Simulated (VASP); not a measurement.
# HfNbSe4 (P6mm) in VASP: a series of runs

The runs below take HfNbSe4 through single point, relaxation of cell and atoms, with PBE.

Everything below comes from runs of VASP 6.6.1. Logs are shortened: lines on timing, memory, paths and dates and some standing lists are left out, and cuts for length are marked.

## Step 1: The cell of the first run

It takes space group P6mm (No. 183, hexagonal). The conventional cell has a = 4.755 Å, b = 4.755 Å, c = 8.942 Å, α = 90.00°, β = 90.00°, γ = 120.00°. Within 3.7 Å of Hf (site symmetry 6mm) lie 6 Se at 2.83 Å and 1 Nb at 2.96 Å. Nb (site symmetry 6mm) has 6 Se at 2.75 Å and 1 Hf at 2.96 Å within 3.6 Å. Within 3.6 Å of Se (site symmetry 3m) lie 4 Se at 2.75 to 3.58 Å and 3 Nb at 2.75 Å. Within 3.6 Å of Se (site symmetry 3m) lie 4 Se at 2.75 to 3.58 Å and 3 Hf at 2.83 Å.

The cell was built from a structure type or drawn by symmetry, and may not be a known phase.

## Step 2: Single point, PBE, collinear spin, zero start

Contents of INCAR:

```
SYSTEM = HfNbSe4
  PREC = Accurate
  ENCUT = 520
  EDIFF = 1E-7
  ISMEAR = 0
  SIGMA = 0.1
  LREAL = .False.
  LASPH = .True.
  NELM = 150
  ALGO = Normal
  ISIF = 2
  LWAVE = .False.
  LCHARG = .False.
  ISPIN = 2
  MAGMOM = 0 0 0 0 0 0
  LORBIT = 11
  LMAXMIX = 4
  GGA = PE
  NBANDS = 36
```

Contents of KPOINTS:

```
regular mesh
0
Gamma
  6 6 2
  0 0 0
```

Contents of POSCAR:

```
HfNbSe4
1.0
    4.7550520270      0.0000000000      0.0000000000
   -2.3775260135      4.1179958517      0.0000000000
    0.0000000000      0.0000000000      8.9417203065
Hf Nb Se
1 1 4
Direct
    0.0000000000      0.0000000000      0.0434922655
    0.0000000000      0.0000000000      0.7129877335
    0.3333333333      0.6666666667      0.7208207457
    0.6666666667      0.3333333333      0.7208207457
    0.3333333333      0.6666666667      0.1207459848
    0.6666666667      0.3333333333      0.1207459848
```

Potentials or basis: VASP PAW PBE potentials, release 64 (Hf_pv, Nb_sv, Se).

Run with:

```console
> cat potpaw_PBE.64/Hf_pv/POTCAR potpaw_PBE.64/Nb_sv/POTCAR potpaw_PBE.64/Se/POTCAR > POTCAR
> mpirun -np 1 vasp_std > vasp.out
```

OUTCAR:

```text
SYSTEM = HfNbSe4
   PREC = Accurate
   ENCUT = 520
   EDIFF = 1E-7
   ISMEAR = 0
   LREAL = .False.
   LASPH = .True.
   NELM = 150
   ISIF = 2
   ISPIN = 2
   LORBIT = 11
   GGA = PE

 ion  position               nearest neighbor table
   1  0.000  0.000  0.043-   5 2.83   6 2.83   6 2.83   5 2.83   6 2.83   5 2.83   2 2.96
   2  0.000  0.000  0.713-   3 2.75   4 2.75   4 2.75   3 2.75   4 2.75   3 2.75   1 2.96
   3  0.333  0.667  0.721-   4 2.75   4 2.75   4 2.75   2 2.75   2 2.75   2 2.75
   4  0.667  0.333  0.721-   3 2.75   3 2.75   3 2.75   2 2.75   2 2.75   2 2.75
   5  0.333  0.667  0.121-   6 2.75   6 2.75   6 2.75   1 2.83   1 2.83   1 2.83
   6  0.667  0.333  0.121-   5 2.75   5 2.75   5 2.75   1 2.83   1 2.83   1 2.83

  LATTYP: Found a hexagonal cell.
 ALAT       =     4.7550520270
 C/A-ratio  =     1.8804673967

  Lattice vectors:

 A1 = (   4.7550520270,   0.0000000000,   0.0000000000)
 A2 = (  -2.3775260135,   4.1179958517,   0.0000000000)
 A3 = (   0.0000000000,   0.0000000000,   8.9417203065)

Analysis of symmetry for initial positions (statically):
=====================================================================
 Subroutine PRICEL returns:
 Original cell was already a primitive cell.

 Routine SETGRP: Setting up the symmetry group for a
 hexagonal supercell.

 Subroutine GETGRP returns: Found 12 space group operations
 (whereof 12 operations were pure point group operations)
 out of a pool of 24 trial point group operations.

The static configuration has the point symmetry C_6v.

Analysis of symmetry for dynamics (positions and initial velocities):
=====================================================================
 Subroutine PRICEL returns:
 Original cell was already a primitive cell.

 Routine SETGRP: Setting up the symmetry group for a
 hexagonal supercell.

 Subroutine GETGRP returns: Found 12 space group operations
 (whereof 12 operations were pure point group operations)
 out of a pool of 24 trial point group operations.

The dynamic configuration has the point symmetry C_6v.

Analysis of structural, dynamic, and magnetic symmetry:
=====================================================================
 Subroutine PRICEL returns:
 Original cell was already a primitive cell.

 Routine SETGRP: Setting up the symmetry group for a
 hexagonal supercell.

 Subroutine GETGRP returns: Found 12 space group operations
 (whereof 12 operations were pure point group operations)
 out of a pool of 24 trial point group operations.

The overall configuration has the point symmetry C_6v.

 Subroutine INISYM returns: Found 12 space group operations
 (whereof 12 operations are pure point group operations),
 and found     1 'primitive' translations

----------------------------------------------------------------------------------------

                                     Primitive cell

  volume of cell :     175.0904

  direct lattice vectors                    reciprocal lattice vectors
     4.755052027  0.000000000  0.000000000     0.210302641  0.121418286  0.000000000
    -2.377526013  4.117995852  0.000000000     0.000000000  0.242836573  0.000000000
     0.000000000  0.000000000  8.941720307     0.000000000  0.000000000  0.111835303

  length of vectors
     4.755052027  4.755052027  8.941720307     0.242836573  0.242836573  0.111835303

  position of ions in fractional coordinates (direct lattice)
     0.000000000  0.000000000  0.043492265
     0.000000000  0.000000000  0.712987734
     0.333333333  0.666666667  0.720820746
     0.666666667  0.333333333  0.720820746
     0.333333333  0.666666667  0.120745985
     0.666666667  0.333333333  0.120745985

  ion indices of the primitive-cell ions
   primitive index   ion index
                 1           1
                 2           2
                 3           3
                 4           4
                 5           5
                 6           6

----------------------------------------------------------------------------------------

 KPOINTS: regular mesh

Automatic generation of k-mesh.
 Grid dimensions read from file:
 generate k-points for:    6    6    2

 Generating k-lattice:

  Cartesian coordinates                     Fractional coordinates (reciprocal lattice)
     0.035050440  0.020236381  0.000000000     0.166666667  0.000000000  0.000000000
     0.000000000  0.040472762  0.000000000     0.000000000  0.166666667  0.000000000
     0.000000000  0.000000000  0.055917652     0.000000000  0.000000000  0.500000000

  Length of vectors
     0.040472762  0.040472762  0.055917652

  Shift w.r.t. Gamma in fractional coordinates (k-lattice)
     0.000000000  0.000000000  0.000000000

 Subroutine IBZKPT returns following result:
 ===========================================

 Found     14 irreducible k-points:

 Following reciprocal coordinates:
            Coordinates               Weight
  0.000000  0.000000  0.000000      1.000000
  0.166667  0.000000  0.000000      6.000000
  0.333333  0.000000  0.000000      6.000000
  0.500000  0.000000  0.000000      3.000000
  0.166667  0.166667  0.000000      6.000000
  0.333333  0.166667  0.000000     12.000000
  0.333333  0.333333  0.000000      2.000000
  0.000000  0.000000  0.500000      1.000000
  0.166667  0.000000  0.500000      6.000000
  0.333333  0.000000  0.500000      6.000000
  0.500000  0.000000  0.500000      3.000000
  0.166667  0.166667  0.500000      6.000000
  0.333333  0.166667  0.500000     12.000000
  0.333333  0.333333  0.500000      2.000000
   k-points           NKPTS =     14   k-points in BZ     NKDIM =     14   number of bands    NBANDS=     36
   number of dos      NEDOS =    301   number of ions     NIONS =      6
   total plane-waves  NPLWV =  90720
   dimension x,y,z NGX =    36 NGY =   36 NGZ =   70
   dimension x,y,z NGXF=    72 NGYF=   72 NGZF=  140
   ions per type =               1   1   4
   NGX,Y,Z   is equivalent  to a cutoff of  12.59, 12.59, 13.01 a.u.
   NGXF,Y,Z  is equivalent  to a cutoff of  25.17, 25.17, 26.03 a.u.
 SYSTEM =  HfNbSe4
   PREC   = accura    normal or accurate (medium, high low for compatibility)
   ISTART =      0    job   : 0-new  1-cont  2-samecut
   ICHARG =      2    charge: 1-file 2-atom 10-const
   ISPIN  =      2    spin polarized calculation?
   LNONCOLLINEAR =      F non collinear calculations
   LSORBIT =      F    spin-orbit coupling
   LASPH  =      T    aspherical Exc in radial PAW
   ENCUT  =  520.0 eV  38.22 Ry    6.18 a.u.   8.84  8.84 16.63*2*pi/ulx,y,z
   NELM   =    150;   NELMIN=  2; NELMDL= -5     # of ELM steps
   EDIFF  = 0.1E-06   stopping-criterion for ELM
   LREAL  =      F    real-space projection
   EDIFFG = 0.1E-05   stopping-criterion for IOM
   NSW    =      0    number of steps for IOM
   IBRION =     -1    ionic relax: 0-MD 1-quasi-New 2-CG
   NFREE  =      0    steps in history (QN), initial steepest desc. (CG)
   ISIF   =      2    stress and relaxation
   ISYM   =      2    0-nonsym 1-usesym 2-fastsym
   POTIM  = 0.5000    time-step for ionic-motion
   TEBEG  =    0.0;   TEEND  =   0.0 temperature during run
   PSTRESS=    0.0 pullay stress
   NELECT =      47.0000    total number of electrons
   NUPDOWN=      -1.0000    fix difference up-down
   EMIN   =  10.00;   EMAX   =-10.00  energy-range for DOS
   EFERMI =   0.00;   METHOD = LEGACY
   ISMEAR =     0;   SIGMA  =   0.10  broadening in eV -4-tet -1-fermi 0-gaus
   EFERMI_NEDOS =   21; number of points for ismear=-14 and -15
   IALGO  =     38    algorithm
   IMIX   =      4    mixing-type and parameters
     AMIX     =   0.40;   BMIX     =  1.00
     AMIX_MAG =   1.60;   BMIX_MAG =  1.00
  volume/ion in A,a.u.               =      29.18       196.93
  Fermi-wavevector in a.u.,A,eV,Ry     =   1.056055  1.995655 15.173938  1.115253
  Thomas-Fermi vector in A             =   2.191277
   LORBIT       =     11    0 simple, 1 ext, 2 COOP (PROOUT), +10 PAW based schemes
   GGA     = PE    functional components
   LHFCALC =     F    Hartree Fock is set to
   AEXX    =    0.0000 exact exchange contribution
   IVDW    =     0    specifies the selected vdW correction
   LEPSILON=     F    determine dielectric tensor
   LRPA    =     F    only Hartree local field effects (RPA)
 spin polarized calculation
 Gauss-broadening in eV      SIGMA  =   0.10
  energy-cutoff  :      520.00
  volume of cell :      175.09
 maximum number of plane-waves:      4761
 NGX is ok and might be reduce to    36
   NGX = 17   NGY = 17   NGZ = 33

 number of electron      47.0000003 magnetization      -0.0001448

 number of electron      47.0000003 magnetization       0.0000277

 Free energy of the ion-electron system (eV)
  ---------------------------------------------------
  ext. energy  EPLUGINS =         0.00000000
  ---------------------------------------------------
  free energy    TOTEN  =       -34.82683427 eV

  energy without entropy =      -34.80866565  energy(sigma->0) =      -34.81774996

 E-fermi :   3.0960     XC(G=0):  -8.5644

 val. band max:        2.9695420058   @ k =   0.3333   0.1667   0.5000
 cond. band min:       3.1201100584   @ k =   0.5000   0.0000   0.0000
 fundamental gap:      0.1505680526
 Fermi energy:         3.0960060207

 spin component 1

 k-point     1 :       0.0000    0.0000    0.0000
  band No.  band energies     occupation
      1     -52.0426      1.00000
      2     -28.3601      1.00000
      3     -28.2512      1.00000
      4     -28.2512      1.00000
      5     -28.1171      1.00000
      6     -28.1171      1.00000
[... 27 lines left out ...]
     34       6.7430      0.00000
     35       7.6165      0.00000

 k-point     2 :       0.1667    0.0000    0.0000
  band No.  band energies     occupation
      1     -52.0425      1.00000
      2     -28.3597      1.00000
      3     -28.2551      1.00000
      4     -28.2520      1.00000
      5     -28.1216      1.00000
      6     -28.1180      1.00000
[... 27 lines left out ...]
     34       7.2605      0.00000
     35       8.1705      0.00000
[... 416 lines left out ...]
     34       7.6282      0.00000
     35       7.8277      0.00000

 k-point    14 :       0.3333    0.3333    0.5000
  band No.  band energies     occupation
      1     -52.0422      1.00000
      2     -28.3585      1.00000
      3     -28.2617      1.00000
      4     -28.2617      1.00000
      5     -28.1294      1.00000
      6     -28.1294      1.00000
[... 27 lines left out ...]
     34       6.3786      0.00000
     35       6.6377      0.00000
 Fermi energy:         3.0960060207

 spin component 2

 k-point     1 :       0.0000    0.0000    0.0000
  band No.  band energies     occupation
      1     -52.0426      1.00000
      2     -28.3601      1.00000
      3     -28.2512      1.00000
      4     -28.2512      1.00000
      5     -28.1170      1.00000
      6     -28.1170      1.00000
[... 27 lines left out ...]
     34       6.7430      0.00000
     35       7.6165      0.00000

 k-point     2 :       0.1667    0.0000    0.0000
  band No.  band energies     occupation
      1     -52.0425      1.00000
      2     -28.3597      1.00000
      3     -28.2551      1.00000
      4     -28.2520      1.00000
      5     -28.1216      1.00000
      6     -28.1180      1.00000
[... 27 lines left out ...]
     34       7.2605      0.00000
     35       8.1705      0.00000
[... 416 lines left out ...]
     34       7.6282      0.00000
     35       7.8277      0.00000

 k-point    14 :       0.3333    0.3333    0.5000
  band No.  band energies     occupation
      1     -52.0422      1.00000
      2     -28.3585      1.00000
      3     -28.2617      1.00000
      4     -28.2617      1.00000
      5     -28.1294      1.00000
      6     -28.1294      1.00000
[... 27 lines left out ...]
     34       6.3786      0.00000
     35       6.6377      0.00000
 [bands above 35 left out]

------------------------ aborting loop because EDIFF is reached ----------------------------------------

  FORCE on cell =-STRESS in cart. coord.  units (eV):
  Direction    XX          YY          ZZ          XY          YZ          ZX
  --------------------------------------------------------------------------------------
  -------------------------------------------------------------------------------------
  Total       -0.1527151     -0.1527151     -0.1118129      0.0000000     -0.0000000      0.0000000
  in kB       -1.3974306     -1.3974306     -1.0231525      0.0000000     -0.0000000      0.0000000
  external PRESSURE =      -1.2726712 kB  Pullay stress =       0.0000000 kB

 VOLUME and BASIS-vectors are now :
 -----------------------------------------------------------------------------
  energy-cutoff  :      520.00
  volume of cell :      175.09
      direct lattice vectors                 reciprocal lattice vectors
     4.755052027  0.000000000  0.000000000     0.210302641  0.121418286  0.000000000
    -2.377526013  4.117995852  0.000000000     0.000000000  0.242836573  0.000000000
     0.000000000  0.000000000  8.941720307     0.000000000  0.000000000  0.111835303

 POSITION                                       TOTAL-FORCE (eV/Angst)
 -----------------------------------------------------------------------------------
      0.00000      0.00000      0.38890         0.000000     -0.000000      0.000457
      0.00000      0.00000      6.37534        -0.000000      0.000000      0.025791
     -0.00000      2.74533      6.44538        -0.000000     -0.000000     -0.002352
      2.37753      1.37267      6.44538         0.000000     -0.000000     -0.002352
     -0.00000      2.74533      1.07968        -0.000000      0.000000     -0.010772
      2.37753      1.37267      1.07968         0.000000     -0.000000     -0.010772
 -----------------------------------------------------------------------------------
    total drift:                               -0.000000     -0.000000     -0.000409

  FREE ENERGIE OF THE ION-ELECTRON SYSTEM (eV)
  ---------------------------------------------------
  free  energy   TOTEN  =       -34.8268342738 eV

  energy  without entropy=      -34.8086656548  energy(sigma->0) =      -34.81774996

 total charge

# of ion       s       p       d       tot
------------------------------------------
    1        0.326   6.279   1.456   8.060
    2        2.162   5.966   2.429  10.558
    3        1.493   2.248   0.070   3.811
    4        1.493   2.248   0.070   3.811
    5        1.489   2.276   0.059   3.824
    6        1.489   2.276   0.059   3.824
--------------------------------------------------
tot          8.451  21.294   4.143  33.889

 magnetization (x)

# of ion       s       p       d       tot
------------------------------------------
    1       -0.000   0.000  -0.000  -0.000
    2       -0.000   0.000   0.000   0.000
    3       -0.000  -0.000   0.000  -0.000
    4       -0.000  -0.000   0.000  -0.000
    5       -0.000  -0.000  -0.000  -0.000
    6       -0.000  -0.000  -0.000  -0.000
--------------------------------------------------
tot         -0.000  -0.000   0.000   0.000
```

It took 2.8 min on 1 thread of AMD EPYC 9R45 (Zen 5), shared host; peak memory 0.41 GiB.

Results:

```
Free energy                                           : -34.8268 eV
Pressure                                              : -0.1 GPa
Largest force                                         : 0.026 eV/Å
Net moment                                            : 0.00 μB per cell
Valence electrons inside the program's atomic spheres : Hf 8.06; Nb 10.56; Se 3.81, 3.82 (each value once)
```

Forces on the atoms (eV/Å):
```
Hf   0.000  0.000  0.000
Nb   0.000  0.000  0.026
Se   0.000  0.000 -0.002
Se   0.000  0.000 -0.002
Se   0.000  0.000 -0.011
Se   0.000  0.000 -0.011
```

Caveat: spin-orbit coupling is left out, which moves the levels of the heavy elements.

## Step 3: Single point, PBE, collinear spin

This run uses another cell than the first one, of 26.36 Å³/atom.

Contents of INCAR:

```
ALGO = Normal ; EDIFF = 1E-7
ENCUT = 520 ; GGA = PE
ISIF = 2 ; ISMEAR = 0
ISPIN = 2 ; LASPH = True
LCHARG = False ; LMAXMIX = 4
LORBIT = 11 ; LREAL = False
LWAVE = False ; MAGMOM = 0.04 0.37 0 0 0.01 0.01
NBANDS = 36 ; NELM = 150
PREC = Accurate ; SIGMA = 0.1
```

Contents of KPOINTS:

```
k-points
0
Gamma
  6 6 2
```

Contents of POSCAR:

```
HfNbSe4
1.0
    4.5273156800      0.0000000000      0.0000000000
   -2.2636578400      3.9207703900      0.0000000000
    0.0000000000      0.0000000000      8.9107066100
Hf Nb Se
1 1 4
Direct
    0.0000000000      0.0000000000      0.1595367200
    0.0000000000      0.0000000000      0.8246300600
    0.3333333300      0.6666666700      0.6826757500
    0.6666666700      0.3333333300      0.6826757500
    0.3333333300      0.6666666700      0.0450475900
    0.6666666700      0.3333333300      0.0450475900
```

Potentials or basis: VASP PAW PBE potentials, release 64 (Hf_pv, Nb_sv, Se).

Run with:

```console
> cat potpaw_PBE.64/Hf_pv/POTCAR potpaw_PBE.64/Nb_sv/POTCAR potpaw_PBE.64/Se/POTCAR > POTCAR
> mpirun -np 1 vasp_std > vasp.out
```

It took 3.3 min on 1 thread of AMD EPYC 9R45 (Zen 5), shared host; peak memory 0.4 GiB.

The run converged. Its results:

```yaml
Free_energy: -32.1577 eV
Pressure: 3.9 GPa
Largest_force: 2.393 eV/Å
Net_moment: 0.00 μB per cell
Valence_electrons_inside_the_program's_atomic_spheres: Hf 8.14; Nb 10.49; Se 3.80, 3.89 (each value once)
```

Forces in eV/Å, atoms in the order of the input:
```
Hf   0.000  0.000 -2.393
Nb   0.000  0.000 -0.952
Se   0.000  0.000  0.366
Se   0.000  0.000  0.366
Se   0.000  0.000  1.307
Se   0.000  0.000  1.307
```

Stress tensor (GPa, compression positive):
```
 7.75  0.00  0.00
 0.00  7.75  0.00
 0.00  0.00 -3.92
```

Levels at points of the mesh, in eV from the Fermi level:
Spin up:
| k point | band 22 | band 23 | band 24 | band 25 | band 26 | band 27 |
| --- | --- | --- | --- | --- | --- | --- |
| (0.00, 0.00, 0.00) | -1.76 | -1.33 | -0.03 | 0.16 | 0.16 | 0.49 |
| (0.50, 0.00, 0.00) | -0.75 | -0.54 | 0.00 | 0.12 | 0.60 | 0.65 |
| (0.00, 0.00, 0.50) | -1.73 | -1.48 | 0.18 | 0.18 | 0.43 | 0.87 |
| (0.50, 0.00, 0.50) | -0.75 | -0.50 | -0.02 | 0.10 | 0.49 | 0.87 |
Spin down:
```
           k point  band 22  band 23  band 24  band 25  band 26  band 27
(0.00, 0.00, 0.00)    -1.76    -1.33    -0.03     0.16     0.16     0.49
(0.50, 0.00, 0.00)    -0.75    -0.54     0.00     0.12     0.60     0.65
(0.00, 0.00, 0.50)    -1.73    -1.49     0.18     0.18     0.43     0.87
(0.50, 0.00, 0.50)    -0.75    -0.50    -0.02     0.10     0.49     0.87
```

Caveat: the cell stands under pressure; spin-orbit coupling is left out, which moves the levels of the heavy elements; forces of over 1 eV/Å act on the atoms, so gaps and moduli don't describe the material at rest.

(Part 1 of 2 ends here.)
